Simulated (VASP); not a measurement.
# Li2Pd (P6/mmm) in VASP: further runs, part 3 of 3

VASP 6.6.1. The steps go on from the part before.

## Step 5: Relaxation of cell and atoms, LDA

This run uses another cell than the first one, of 14.09 Å³/atom.

File INCAR:

```
SYSTEM = Li2Pd
PREC = Accurate ; ENCUT = 600
EDIFF = 1E-6 ; ISMEAR = 0
SIGMA = 0.1 ; LREAL = .FALSE.
LASPH = .TRUE. ; NELM = 60
ALGO = Normal ; ISIF = 3
LWAVE = .FALSE. ; LCHARG = .FALSE.
GGA = CA ; IBRION = 2
NSW = 100 ; EDIFFG = -0.005
```

File KPOINTS:

```
Automatic mesh
0
G
  12 12 16
  0 0 0
```

File POSCAR:

```
Li2Pd
1.0
    4.2267001844      0.0000000000      0.0000000000
   -2.1133500922      3.6604297339      0.0000000000
    0.0000000000      0.0000000000      2.7319000000
Li Pd
2 1
Direct
    0.3333333333      0.6666666667      0.5000000000
    0.6666666667      0.3333333333      0.5000000000
    0.0000000000      0.0000000000      0.0000000000
```

Potentials or basis: VASP PAW LDA potentials, release 64 (Li_sv, Pd).

Launch:

```
> cat potpaw_LDA.64/Li_sv/POTCAR potpaw_LDA.64/Pd/POTCAR > POTCAR
> mpirun -np 1 vasp_std > vasp.out
```

OUTCAR:

```text
SYSTEM = Li2Pd
   PREC = Accurate
   ENCUT = 600
   EDIFF = 1E-6
   ISMEAR = 0
   LREAL = .FALSE.
   LASPH = .TRUE.
   NELM = 60
   ISIF = 3
   GGA = CA
   IBRION = 2
   NSW = 100
   EDIFFG = -0.005

 ion  position               nearest neighbor table
   1  0.333  0.667  0.500-   2 2.44   2 2.44   2 2.44   3 2.80   3 2.80   3 2.80   3 2.80   3 2.80
                             3 2.80
   2  0.667  0.333  0.500-   1 2.44   1 2.44   1 2.44   3 2.80   3 2.80   3 2.80   3 2.80   3 2.80
                             3 2.80
   3  0.000  0.000  0.000-   1 2.80   2 2.80   1 2.80   2 2.80   2 2.80   2 2.80   1 2.80   1 2.80
                             2 2.80   2 2.80   1 2.80   1 2.80

  LATTYP: Found a hexagonal cell.
 ALAT       =     4.2267001844
 C/A-ratio  =     0.6463434549

  Lattice vectors:

 A1 = (   4.2267001844,   0.0000000000,   0.0000000000)
 A2 = (  -2.1133500922,   3.6604297339,   0.0000000000)
 A3 = (   0.0000000000,   0.0000000000,   2.7319000000)

Analysis of symmetry for initial positions (statically):
=====================================================================
 Subroutine PRICEL returns:
 Original cell was already a primitive cell.

 Routine SETGRP: Setting up the symmetry group for a
 hexagonal supercell.

 Subroutine GETGRP returns: Found 24 space group operations
 (whereof 24 operations were pure point group operations)
 out of a pool of 24 trial point group operations.

The static configuration has the point symmetry D_6h.

Analysis of symmetry for dynamics (positions and initial velocities):
=====================================================================
 Subroutine PRICEL returns:
 Original cell was already a primitive cell.

 Routine SETGRP: Setting up the symmetry group for a
 hexagonal supercell.

 Subroutine GETGRP returns: Found 24 space group operations
 (whereof 24 operations were pure point group operations)
 out of a pool of 24 trial point group operations.

The dynamic configuration has the point symmetry D_6h.

 Subroutine INISYM returns: Found 24 space group operations
 (whereof 24 operations are pure point group operations),
 and found     1 'primitive' translations

----------------------------------------------------------------------------------------

                                     Primitive cell

  volume of cell :      42.2667

  direct lattice vectors                    reciprocal lattice vectors
     4.226700184  0.000000000  0.000000000     0.236591184  0.136595984  0.000000000
    -2.113350092  3.660429734  0.000000000     0.000000000  0.273191967  0.000000000
     0.000000000  0.000000000  2.731900000     0.000000000  0.000000000  0.366045609

  length of vectors
     4.226700184  4.226700184  2.731900000     0.273191967  0.273191967  0.366045609

  position of ions in fractional coordinates (direct lattice)
     0.333333333  0.666666667  0.500000000
     0.666666667  0.333333333  0.500000000
     0.000000000  0.000000000  0.000000000

  ion indices of the primitive-cell ions
   primitive index   ion index
                 1           1
                 2           2
                 3           3

----------------------------------------------------------------------------------------

 KPOINTS: Automatic mesh

[... 61 lines left out ...]
   ISPIN  =      1    spin polarized calculation?
   LNONCOLLINEAR =      F non collinear calculations
   LSORBIT =      F    spin-orbit coupling
   LASPH  =      T    aspherical Exc in radial PAW
   ENCUT  =  600.0 eV  44.10 Ry    6.64 a.u.   8.44  8.44  5.46*2*pi/ulx,y,z
   NELM   =     60;   NELMIN=  2; NELMDL= -5     # of ELM steps
   EDIFF  = 0.1E-05   stopping-criterion for ELM
   LREAL  =      F    real-space projection
   EDIFFG = -.5E-02   stopping-criterion for IOM
   NSW    =    100    number of steps for IOM
   IBRION =      2    ionic relax: 0-MD 1-quasi-New 2-CG
   NFREE  =      1    steps in history (QN), initial steepest desc. (CG)
   ISIF   =      3    stress and relaxation
   ISYM   =      2    0-nonsym 1-usesym 2-fastsym
   POTIM  = 0.5000    time-step for ionic-motion
   TEBEG  =    0.0;   TEEND  =   0.0 temperature during run
   PSTRESS=    0.0 pullay stress
   NELECT =      16.0000    total number of electrons
   NUPDOWN=      -1.0000    fix difference up-down
   EMIN   =  10.00;   EMAX   =-10.00  energy-range for DOS
   EFERMI =   0.00;   METHOD = LEGACY
   ISMEAR =     0;   SIGMA  =   0.10  broadening in eV -4-tet -1-fermi 0-gaus
   EFERMI_NEDOS =   21; number of points for ismear=-14 and -15
   IALGO  =     38    algorithm
   IMIX   =      4    mixing-type and parameters
     AMIX     =   0.40;   BMIX     =  1.00
     AMIX_MAG =   1.60;   BMIX_MAG =  1.00
  volume/ion in A,a.u.               =      14.09        95.08
  Fermi-wavevector in a.u.,A,eV,Ry     =   1.184265  2.237935 19.081932  1.402482
  Thomas-Fermi vector in A             =   2.320482
   LORBIT       =      0    0 simple, 1 ext, 2 COOP (PROOUT), +10 PAW based schemes
   GGA     = CA    functional components
   LHFCALC =     F    Hartree Fock is set to
   AEXX    =    0.0000 exact exchange contribution
   IVDW    =     0    specifies the selected vdW correction
   LEPSILON=     F    determine dielectric tensor
   LRPA    =     F    only Hartree local field effects (RPA)
 conjugate gradient relaxation of ions
 non-spin polarized calculation
 Gauss-broadening in eV      SIGMA  =   0.10
  energy-cutoff  :      600.00
  volume of cell :       42.27
 maximum number of plane-waves:      1438
 NGX is ok and might be reduce to    36
   NGX = 17   NGY = 17   NGZ = 11

--------------------------------------- Ionic step        1  -------------------------------------------

 number of electron      15.9999995 magnetization

 Free energy of the ion-electron system (eV)
  ---------------------------------------------------
  ext. energy  EPLUGINS =         0.00000000
  ---------------------------------------------------
  free energy    TOTEN  =       -11.64297203 eV

  energy without entropy =      -11.63987995  energy(sigma->0) =      -11.64142599

------------------------ aborting loop because EDIFF is reached ----------------------------------------

  FORCE on cell =-STRESS in cart. coord.  units (eV):
  Direction    XX          YY          ZZ          XY          YZ          ZX
  --------------------------------------------------------------------------------------
  -------------------------------------------------------------------------------------
  Total       -1.0003110     -1.0003110     -2.0416340      0.0000000     -0.0000000      0.0000000
  in kB      -37.9181668    -37.9181668    -77.3909452      0.0000000     -0.0000000      0.0000000
  external PRESSURE =     -51.0757596 kB  Pullay stress =       0.0000000 kB
[... 246 lines left out ...]
--------------------------------------- Ionic step        8  -------------------------------------------

 number of electron      16.0000007 magnetization

 Free energy of the ion-electron system (eV)
  ---------------------------------------------------
  ext. energy  EPLUGINS =         0.00000000
  ---------------------------------------------------
  free energy    TOTEN  =       -11.71234327 eV

  energy without entropy =      -11.71035830  energy(sigma->0) =      -11.71135078

 E-fermi :   5.1753     XC(G=0): -10.4984

 val. band max:        5.1510916861   @ k =   0.3333   0.0000   0.0000
 cond. band min:       5.2316849520   @ k =   0.4167   0.0000   0.1875
 fundamental gap:      0.0805932659
 Fermi energy:         5.1752843460

 k-point     1 :       0.0000    0.0000    0.0000
  band No.  band energies     occupation
      1     -39.6573      2.00000
      2     -39.5210      2.00000
      3      -0.2998      2.00000
      4       1.0483      2.00000
      5       1.8829      2.00000
      6       1.8829      2.00000
      7       4.0476      2.00000
      8       4.0476      2.00000
      9       9.3595      0.00000
     10       9.3595      0.00000
     11      10.9202      0.00000
     12      10.9202      0.00000
[... 331 lines left out ...]
 k-point    24 :       0.3333    0.0000    0.0625
  band No.  band energies     occupation
      1     -39.6265      2.00000
      2     -39.5485      2.00000
      3       0.3079      2.00000
      4       1.4396      2.00000
      5       2.1589      2.00000
      6       2.4880      2.00000
      7       3.7798      2.00000
      8       3.8461      2.00000
      9       5.3467      0.01537
     10       6.6787      0.00000
     11      12.6236      0.00000
     12      15.5374      0.00000

 [... further k-points ...]

------------------------ aborting loop because EDIFF is reached ----------------------------------------

  FORCE on cell =-STRESS in cart. coord.  units (eV):
  Direction    XX          YY          ZZ          XY          YZ          ZX
  --------------------------------------------------------------------------------------
  -------------------------------------------------------------------------------------
  Total       -0.0013435     -0.0013435      0.0117429      0.0000000      0.0000000      0.0000000
  in kB       -0.0558058     -0.0558058      0.4877798      0.0000000      0.0000000      0.0000000
  external PRESSURE =       0.1253894 kB  Pullay stress =       0.0000000 kB
[... 18 lines left out ...]
  FREE ENERGIE OF THE ION-ELECTRON SYSTEM (eV)
  ---------------------------------------------------
  free  energy   TOTEN  =       -11.7123432652 eV

  energy  without entropy=      -11.7103583029  energy(sigma->0) =      -11.71135078

 reached required accuracy - stopping structural energy minimisation
```

OSZICAR:

```text
N       E                     dE             d eps       ncg     rms          rms(c)
DAV:   1     0.795512947148E+02    0.79551E+02   -0.80029E+03  4104   0.149E+03
DAV:   2    -0.386836086180E+01   -0.83420E+02   -0.75992E+02  4412   0.290E+02
[... 62 lines left out ...]
   7 F= -.11712344E+02 E0= -.11711349E+02  d E =-.102394E-02
       N       E                     dE             d eps       ncg     rms          rms(c)
DAV:   1    -0.117123742491E+02   -0.31028E-04   -0.73925E-04  4368   0.300E-01    0.360E-02
DAV:   2    -0.117123517712E+02    0.22478E-04   -0.16658E-04  4668   0.145E-01    0.213E-02
DAV:   3    -0.117123442739E+02    0.74974E-05   -0.20356E-05  4780   0.532E-02    0.739E-03
DAV:   4    -0.117123432624E+02    0.10114E-05   -0.29704E-06  4372   0.135E-02    0.148E-03
DAV:   5    -0.117123432652E+02   -0.27767E-08   -0.21689E-07  2252   0.498E-03
   8 F= -.11712343E+02 E0= -.11711351E+02  d E =-.102358E-02
```

CONTCAR:

```text
Li2Pd
   1.00000000000000
     4.1186855485899683    0.0000000000000000    0.0000000000000000
    -2.0593427742949841    3.5668863153057631    0.0000000000000000
    -0.0000000000000000   -0.0000000000000000    2.6255137012633019
  Li              Pd
     2     1
Direct
     0.3333333332999970    0.6666666667000030    0.5000000000000000
     0.6666666667000030    0.3333333332999970    0.5000000000000000
     0.0000000000000000    0.0000000000000000    0.0000000000000000

  0.00000000E+00  0.00000000E+00  0.00000000E+00
  0.00000000E+00  0.00000000E+00  0.00000000E+00
  0.00000000E+00  0.00000000E+00  0.00000000E+00
```

Wall time 2.9 min (1 thread of Intel Xeon 6975P-C (Granite Rapids), shared host); peak memory 0.25 GiB.

Results:

| Item | Value |
| --- | --- |
| Free energy | -11.7123 eV |
| Relaxed volume | 12.86 Å³/atom |
| Relaxed cell | a = 4.119 Å, b = 4.119 Å, c = 2.626 Å, α = 90.00°, β = 90.00°, γ = 120.00° |
| Space group after relaxing (to 0.1 Å) | P6/mmm (No. 191) |
| Energy gained by relaxing | 23.1 meV/atom |
| Ionic steps | 8 |
| Pressure after relaxing | 0.0 GPa |
| Band gap on the k mesh | zero (bands 8 and 9 overlap by 2.56 eV) |

The path:
```
step  energy change (eV)  largest force (eV/Å)  pressure (GPa)  volume (Å³)
   1              0.0000                0.0000           -5.11        42.27
   2             -0.0646                0.0000           -1.51        39.57
   3             -0.0683                0.0000           -0.30        38.87
   4             -0.0683                0.0000           -0.16        38.80
   5             -0.0692                0.0000           -0.10        38.67
   6             -0.0689                0.0000            0.15        38.41
   7             -0.0694                0.0000            0.07        38.56
   8             -0.0694                0.0000            0.01        38.57
```

Final structure:
```xyz
3
Lattice="4.1187 0.0000 0.0000 -2.0593 3.5669 0.0000 0.0000 0.0000 2.6255" Properties=species:S:1:pos:R:3 pbc="T T T"
Li    0.0000    2.3779    1.3128
Li    2.0593    1.1890    1.3128
Pd    0.0000    0.0000    0.0000
```

Caveat: the cutoff is under 1.25 times the usual one of these potentials, so pressure, stress and relaxed cells hold a basis-set (Pulay) error.

## Step 6: The runs side by side

| task | cell | cutoff (eV) | smearing | gap on the mesh (eV) | pressure (GPa) | relaxed volume (Å³/atom) |
| --- | --- | --- | --- | --- | --- | --- |
| single point | a = 4.121, b = 4.121, c = 2.627 Å, angles 90.0, 90.0, 120.0°, 3 atoms | 520 | gaussian 0.1 eV | none | - | - |
| single point | a = 4.121, b = 4.121, c = 2.629 Å, angles 90.0, 90.0, 120.0°, 3 atoms | 520 | fermi-dirac 0.15 eV | none | - | - |
| relaxation of cell and atoms | relaxed from a = 4.121, b = 4.121, c = 2.627 Å, angles 90.0, 90.0, 120.0°, 3 atoms | 600 | fermi-dirac 0.15 eV | none | 0.0 | 12.88 |
| relaxation of cell and atoms | relaxed from a = 4.227, b = 4.227, c = 2.732 Å, angles 90.0, 90.0, 120.0°, 3 atoms | 600 | gaussian 0.1 eV | none | 0.0 | 12.86 |

Alike in all rows: level LDA; potentials or basis VASP PAW LDA potentials, release 64 (Li_sv, Pd); no spin polarisation; k mesh 12 × 12 × 16.

Caveats: the cutoff is under 1.25 times the usual one of these potentials, so pressure, stress and relaxed cells hold a basis-set (Pulay) error.

Absolute energies hang on the potentials; compare differences alone.
